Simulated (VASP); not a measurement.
# GaSbTe2S (Pmmm) in VASP: single point with PBE

Aim: the single point of GaSbTe2S with PBE.

Everything below comes from runs of VASP 6.6.1. Logs are shortened: lines on timing, memory, paths and dates and some standing lists are left out, and cuts for length are marked.

### Step 1. The cell of the first run

It takes space group Pmmm (No. 47, orthorhombic). The conventional cell has a = 3.393 Å, b = 4.196 Å, c = 11.510 Å, α = 90.00°, β = 90.00°, γ = 90.00°. Within 3.5 Å of Ga (site symmetry mmm) lie 2 Te at 2.67 Å and 2 Ga at 3.39 Å. Sb (site symmetry mmm) has 4 S at 2.70 Å and 2 Te at 3.08 Å and 2 Sb at 3.39 Å within 3.6 Å. Within 3.5 Å of Te (site symmetry mm2) lie 1 Ga at 2.67 Å and 1 Sb at 3.08 Å and 2 Te at 3.39 Å. S (site symmetry mmm) has 4 Sb at 2.70 Å and 2 S at 3.39 Å within 3.6 Å.

The cell was built from a structure type or drawn by symmetry, and may not be a known phase.

### Step 2. Single point, PBE

Contents of INCAR:

```
  PREC = Accurate
  ENCUT = 520
  EDIFF = 1E-6
  ISMEAR = 0
  SIGMA = 0.1
  LREAL = F
  LASPH = T
  NELM = 80
  ALGO = Normal
  ISIF = 2
  LWAVE = F
  LCHARG = F
  GGA = PE
  NBANDS = 26
```

Contents of KPOINTS:

```
regular mesh
0
Gamma
  10 10 4
```

Contents of POSCAR:

```
GaSbTe2S
1.0
    3.3932064111      0.0000000000      0.0000000000
    0.0000000000      4.1963499862      0.0000000000
    0.0000000000      0.0000000000     11.5095125683
Ga Sb Te S
1 1 2 1
Direct
    0.0000000000      0.5000000000      0.0000000000
    0.0000000000      0.5000000000      0.5000000000
    0.0000000000      0.5000000000      0.2320884883
    0.0000000000      0.5000000000      0.7679115117
    0.5000000000      0.0000000000      0.5000000000
```

Potentials or basis: VASP PAW PBE potentials, release 64 (Ga_d, Sb, Te, S).

Started as:

```bash
$ cat potpaw_PBE.64/Ga_d/POTCAR potpaw_PBE.64/Sb/POTCAR potpaw_PBE.64/Te/POTCAR potpaw_PBE.64/S/POTCAR > POTCAR
$ mpirun -np 1 vasp_std > vasp.out
```

OUTCAR:

```text
PREC = Accurate
   ENCUT = 520
   EDIFF = 1E-6
   ISMEAR = 0
   LREAL = F
   LASPH = T
   NELM = 80
   ISIF = 2
   GGA = PE

 ion  position               nearest neighbor table
   1  0.000  0.500  0.000-   3 2.67   4 2.67
   2  0.000  0.500  0.500-   5 2.70   5 2.70   5 2.70   5 2.70   3 3.08   4 3.08
   3  0.000  0.500  0.232-   1 2.67   2 3.08
   4  0.000  0.500  0.768-   1 2.67   2 3.08
   5  0.500  0.000  0.500-   2 2.70   2 2.70   2 2.70   2 2.70

  LATTYP: Found a simple orthorhombic cell.
 ALAT       =     3.3932064111
 B/A-ratio  =     1.2366916355
 C/A-ratio  =     3.3919282159

  Lattice vectors:

 A1 = (   3.3932064111,   0.0000000000,   0.0000000000)
 A2 = (   0.0000000000,   4.1963499862,   0.0000000000)
 A3 = (   0.0000000000,   0.0000000000,  11.5095125683)

Analysis of symmetry for initial positions (statically):
=====================================================================
 Subroutine PRICEL returns:
 Original cell was already a primitive cell.

 Routine SETGRP: Setting up the symmetry group for a
 simple orthorhombic supercell.

 Subroutine GETGRP returns: Found  8 space group operations
 (whereof  8 operations were pure point group operations)
 out of a pool of  8 trial point group operations.

The static configuration has the point symmetry D_2h.

Analysis of symmetry for dynamics (positions and initial velocities):
=====================================================================
 Subroutine PRICEL returns:
 Original cell was already a primitive cell.

 Routine SETGRP: Setting up the symmetry group for a
 simple orthorhombic supercell.

 Subroutine GETGRP returns: Found  8 space group operations
 (whereof  8 operations were pure point group operations)
 out of a pool of  8 trial point group operations.

The dynamic configuration has the point symmetry D_2h.

 Subroutine INISYM returns: Found  8 space group operations
 (whereof  8 operations are pure point group operations),
 and found     1 'primitive' translations

----------------------------------------------------------------------------------------

                                     Primitive cell

  volume of cell :     163.8849

  direct lattice vectors                    reciprocal lattice vectors
     3.393206411  0.000000000  0.000000000     0.294706504  0.000000000  0.000000000
     0.000000000  4.196349986  0.000000000     0.000000000  0.238302335  0.000000000
     0.000000000  0.000000000 11.509512568     0.000000000  0.000000000  0.086884653

  length of vectors
     3.393206411  4.196349986 11.509512568     0.294706504  0.238302335  0.086884653

  position of ions in fractional coordinates (direct lattice)
     0.000000000  0.500000000  0.000000000
     0.000000000  0.500000000  0.500000000
     0.000000000  0.500000000  0.232088488
     0.000000000  0.500000000  0.767911512
     0.500000000  0.000000000  0.500000000

  ion indices of the primitive-cell ions
   primitive index   ion index
                 1           1
                 2           2
                 3           3
                 4           4
                 5           5

----------------------------------------------------------------------------------------

 KPOINTS: regular mesh

Automatic generation of k-mesh.
 Grid dimensions read from file:
 generate k-points for:   10   10    4

 Generating k-lattice:

  Cartesian coordinates                     Fractional coordinates (reciprocal lattice)
     0.029470650  0.000000000  0.000000000     0.100000000  0.000000000  0.000000000
     0.000000000  0.023830233  0.000000000     0.000000000  0.100000000  0.000000000
     0.000000000  0.000000000  0.021721163     0.000000000  0.000000000  0.250000000

  Length of vectors
     0.029470650  0.023830233  0.021721163

  Shift w.r.t. Gamma in fractional coordinates (k-lattice)
     0.000000000  0.000000000  0.000000000

 Subroutine IBZKPT returns following result:
 ===========================================

 Found    108 irreducible k-points:

 Following reciprocal coordinates:
            Coordinates               Weight
  0.000000  0.000000  0.000000      1.000000
  0.100000  0.000000  0.000000      2.000000
  0.200000  0.000000  0.000000      2.000000
  0.300000  0.000000  0.000000      2.000000
  0.400000  0.000000  0.000000      2.000000
  0.500000  0.000000  0.000000      1.000000
[... 16 lines left out ...]
  0.400000  0.300000  0.000000      4.000000
  0.500000  0.300000  0.000000      2.000000
 [... further k-points ...]
   k-points           NKPTS =    108   k-points in BZ     NKDIM =    108   number of bands    NBANDS=     26
   number of dos      NEDOS =    301   number of ions     NIONS =      5
   total plane-waves  NPLWV =  80640
   dimension x,y,z NGX =    28 NGY =   32 NGZ =   90
   dimension x,y,z NGXF=    56 NGYF=   64 NGZF=  180
   ions per type =               1   1   2   1
   NGX,Y,Z   is equivalent  to a cutoff of  13.72, 12.68, 13.00 a.u.
   NGXF,Y,Z  is equivalent  to a cutoff of  27.44, 25.35, 26.00 a.u.
 SYSTEM =  unknown system
   PREC   = accura    normal or accurate (medium, high low for compatibility)
   ISTART =      0    job   : 0-new  1-cont  2-samecut
   ICHARG =      2    charge: 1-file 2-atom 10-const
   ISPIN  =      1    spin polarized calculation?
   LNONCOLLINEAR =      F non collinear calculations
   LSORBIT =      F    spin-orbit coupling
   LASPH  =      T    aspherical Exc in radial PAW
   ENCUT  =  520.0 eV  38.22 Ry    6.18 a.u.   6.31  7.80 21.40*2*pi/ulx,y,z
   NELM   =     80;   NELMIN=  2; NELMDL= -5     # of ELM steps
   EDIFF  = 0.1E-05   stopping-criterion for ELM
   LREAL  =      F    real-space projection
   EDIFFG = 0.1E-04   stopping-criterion for IOM
   NSW    =      0    number of steps for IOM
   IBRION =     -1    ionic relax: 0-MD 1-quasi-New 2-CG
   NFREE  =      0    steps in history (QN), initial steepest desc. (CG)
   ISIF   =      2    stress and relaxation
   ISYM   =      2    0-nonsym 1-usesym 2-fastsym
   POTIM  = 0.5000    time-step for ionic-motion
   TEBEG  =    0.0;   TEEND  =   0.0 temperature during run
   PSTRESS=    0.0 pullay stress
   NELECT =      36.0000    total number of electrons
   NUPDOWN=      -1.0000    fix difference up-down
   EMIN   =  10.00;   EMAX   =-10.00  energy-range for DOS
   EFERMI =   0.00;   METHOD = LEGACY
   ISMEAR =     0;   SIGMA  =   0.10  broadening in eV -4-tet -1-fermi 0-gaus
   EFERMI_NEDOS =   21; number of points for ismear=-14 and -15
   IALGO  =     38    algorithm
   IMIX   =      4    mixing-type and parameters
     AMIX     =   0.40;   BMIX     =  1.00
     AMIX_MAG =   1.60;   BMIX_MAG =  1.00
  volume/ion in A,a.u.               =      32.78       221.19
  Fermi-wavevector in a.u.,A,eV,Ry     =   0.987786  1.866644 13.275482  0.975720
  Thomas-Fermi vector in A             =   2.119265
   LORBIT       =      0    0 simple, 1 ext, 2 COOP (PROOUT), +10 PAW based schemes
   GGA     = PE    functional components
   LHFCALC =     F    Hartree Fock is set to
   AEXX    =    0.0000 exact exchange contribution
   IVDW    =     0    specifies the selected vdW correction
   LEPSILON=     F    determine dielectric tensor
   LRPA    =     F    only Hartree local field effects (RPA)
 non-spin polarized calculation
 Gauss-broadening in eV      SIGMA  =   0.10
  energy-cutoff  :      520.00
  volume of cell :      163.88
 maximum number of plane-waves:      4448
 NGX is ok and might be reduce to    28
   NGX = 13   NGY = 15   NGZ = 43

 number of electron      36.0000001 magnetization

 Free energy of the ion-electron system (eV)
  ---------------------------------------------------
  ext. energy  EPLUGINS =         0.00000000
  ---------------------------------------------------
  free energy    TOTEN  =       -16.44259963 eV

  energy without entropy =      -16.42510949  energy(sigma->0) =      -16.43385456

 E-fermi :   3.9238     XC(G=0):  -8.6003

 val. band max:        3.9236211837   @ k =   0.5000   0.3000   0.0000
 cond. band min:       3.9260184095   @ k =   0.0000   0.4000   0.2500
 fundamental gap:      0.0023972258
 Fermi energy:         3.9237747179

 k-point     1 :       0.0000    0.0000    0.0000
  band No.  band energies     occupation
      1     -11.2788      2.00000
      2     -11.2647      2.00000
      3     -11.2286      2.00000
      4     -11.1899      2.00000
      5     -11.1590      2.00000
      6     -10.2688      2.00000
[... 18 lines left out ...]
     25       9.3631      0.00000
     26       9.9065      0.00000

 k-point     2 :       0.1000    0.0000    0.0000
  band No.  band energies     occupation
      1     -11.2735      2.00000
      2     -11.2621      2.00000
      3     -11.2311      2.00000
      4     -11.1896      2.00000
      5     -11.1620      2.00000
      6     -10.1655      2.00000
[... 18 lines left out ...]
     25       9.0288      0.00000
     26       9.4428      0.00000

 k-point     3 :       0.2000    0.0000    0.0000
  band No.  band energies     occupation
      1     -11.2655      2.00000
      2     -11.2495      2.00000
      3     -11.2375      2.00000
      4     -11.1889      2.00000
      5     -11.1696      2.00000
      6      -9.8638      2.00000
[... 18 lines left out ...]
     25       8.9316      0.00000
     26       9.6021      0.00000

 k-point     4 :       0.3000    0.0000    0.0000
  band No.  band energies     occupation
      1     -11.2611      2.00000
      2     -11.2454      2.00000
      3     -11.2287      2.00000
      4     -11.1879      2.00000
      5     -11.1788      2.00000
      6      -9.3971      2.00000
[... 18 lines left out ...]
     25       9.4846      0.00000
     26       9.5238      0.00000

 k-point     5 :       0.4000    0.0000    0.0000
  band No.  band energies     occupation
      1     -11.2584      2.00000
      2     -11.2517      2.00000
      3     -11.2113      2.00000
      4     -11.1871      2.00000
      5     -11.1863      2.00000
      6      -8.8676      2.00000
[... 18 lines left out ...]
     25       9.0273      0.00000
     26      10.2785      0.00000

 k-point     6 :       0.5000    0.0000    0.0000
  band No.  band energies     occupation
      1     -11.2574      2.00000
      2     -11.2541      2.00000
      3     -11.2046      2.00000
      4     -11.1891      2.00000
      5     -11.1868      2.00000
      6      -8.5830      2.00000
[... 427 lines left out ...]
 k-point    21 :       0.2000    0.3000    0.0000
  band No.  band energies     occupation
      1     -11.2600      2.00000
      2     -11.2481      2.00000
      3     -11.2393      2.00000
      4     -11.1912      2.00000
      5     -11.1694      2.00000
      6      -9.3108      2.00000
[... 18 lines left out ...]
     25       9.7708      0.00000
     26      10.7034      0.00000

 k-point    22 :       0.3000    0.3000    0.0000
  band No.  band energies     occupation
      1     -11.2563      2.00000
      2     -11.2475      2.00000
      3     -11.2266      2.00000
      4     -11.1902      2.00000
      5     -11.1786      2.00000
      6      -8.8975      2.00000
[... 18 lines left out ...]
     25       9.3527      0.00000
     26       9.8637      0.00000

 k-point    23 :       0.4000    0.3000    0.0000
  band No.  band energies     occupation
      1     -11.2542      2.00000
      2     -11.2537      2.00000
      3     -11.2089      2.00000
      4     -11.1893      2.00000
      5     -11.1860      2.00000
      6      -8.4636      2.00000
[... 18 lines left out ...]
     25       8.8770      0.00000
     26       8.9770      0.00000

 k-point    24 :       0.5000    0.3000    0.0000
  band No.  band energies     occupation
      1     -11.2567      2.00000
      2     -11.2528      2.00000
      3     -11.2021      2.00000
      4     -11.1890      2.00000
      5     -11.1888      2.00000
      6      -8.2552      2.00000
[... 18 lines left out ...]
     25       8.5152      0.00000
     26       8.6393      0.00000

 [... further k-points ...]

------------------------ aborting loop because EDIFF is reached ----------------------------------------

  FORCE on cell =-STRESS in cart. coord.  units (eV):
  Direction    XX          YY          ZZ          XY          YZ          ZX
  --------------------------------------------------------------------------------------
  -------------------------------------------------------------------------------------
  Total       -0.1155554     -0.1111174     -0.0365855      0.0000000      0.0000000      0.0000000
  in kB       -1.1296970     -1.0863102     -0.3576686      0.0000000      0.0000000      0.0000000
  external PRESSURE =      -0.8578919 kB  Pullay stress =       0.0000000 kB

 VOLUME and BASIS-vectors are now :
 -----------------------------------------------------------------------------
  energy-cutoff  :      520.00
  volume of cell :      163.88
      direct lattice vectors                 reciprocal lattice vectors
     3.393206411  0.000000000  0.000000000     0.294706504  0.000000000  0.000000000
     0.000000000  4.196349986  0.000000000     0.000000000  0.238302335  0.000000000
     0.000000000  0.000000000 11.509512568     0.000000000  0.000000000  0.086884653

 POSITION                                       TOTAL-FORCE (eV/Angst)
 -----------------------------------------------------------------------------------
      0.00000      2.09817      0.00000         0.000000      0.000000      0.000000
      0.00000      2.09817      5.75476         0.000000      0.000000      0.000000
      0.00000      2.09817      2.67123        -0.000000      0.000000      0.010923
      0.00000      2.09817      8.83829         0.000000     -0.000000     -0.010923
      1.69660      0.00000      5.75476         0.000000      0.000000      0.000000
 -----------------------------------------------------------------------------------
    total drift:                               -0.000000      0.000000      0.000000

  FREE ENERGIE OF THE ION-ELECTRON SYSTEM (eV)
  ---------------------------------------------------
  free  energy   TOTEN  =       -16.4425996319 eV

  energy  without entropy=      -16.4251094946  energy(sigma->0) =      -16.43385456
```

It took 3.6 min on 1 thread of Intel Xeon 6975P-C (Granite Rapids), shared host; peak memory 0.64 GiB.

What came out:

| Quantity | Value |
| --- | --- |
| Free energy | -16.4426 eV |
| Pressure | -0.1 GPa |
| Largest force | 0.011 eV/Å |
| Band gap on the k mesh | zero (bands 18 and 19 overlap by 3.30 eV) |

Forces on the atoms (eV/Å):
```
Ga   0.000  0.000  0.000
Sb   0.000  0.000  0.000
Te   0.000  0.000  0.011
Te   0.000  0.000 -0.011
S    0.000  0.000  0.000
```

Stress tensor (GPa, compression positive):
```
-0.11  0.00  0.00
 0.00 -0.11  0.00
 0.00  0.00 -0.04
```

Levels at points of the mesh, in eV from the Fermi level:
| k point | band 14 | band 15 | band 16 | band 17 | band 18 | band 19 | band 20 | band 21 | band 22 | band 23 |
| --- | --- | --- | --- | --- | --- | --- | --- | --- | --- | --- |
| (0.00, 0.00, 0.00) | -1.79 | -0.66 | -0.50 | 0.09 | 1.66 | 1.82 | 2.00 | 3.10 | 4.32 | 4.62 |
| (0.50, 0.00, 0.00) | -2.73 | -1.53 | -1.50 | -1.10 | -0.53 | -0.17 | 0.59 | 0.72 | 1.51 | 1.66 |
| (0.00, 0.50, 0.00) | -1.47 | -1.05 | -0.23 | 0.21 | 0.53 | 1.48 | 1.55 | 1.85 | 2.21 | 2.63 |
| (0.50, 0.50, 0.00) | -3.26 | -3.10 | -1.55 | -1.46 | -1.28 | 0.21 | 1.79 | 1.98 | 1.99 | 3.80 |
| (0.00, 0.00, 0.50) | -2.14 | -0.74 | -0.39 | -0.26 | 1.80 | 2.02 | 3.03 | 3.28 | 4.30 | 4.77 |
| (0.50, 0.00, 0.50) | -2.29 | -1.74 | -1.36 | -1.22 | -0.58 | -0.50 | -0.12 | 0.37 | 0.94 | 3.92 |
| (0.00, 0.50, 0.50) | -2.30 | -1.88 | -1.05 | 0.56 | 0.83 | 1.61 | 1.71 | 2.02 | 2.78 | 3.01 |
| (0.50, 0.50, 0.50) | -3.10 | -1.62 | -1.58 | -1.55 | -1.13 | -0.76 | 0.11 | 1.85 | 3.95 | 4.20 |

Caveat: spin-orbit coupling is left out, which moves the levels of the heavy elements.
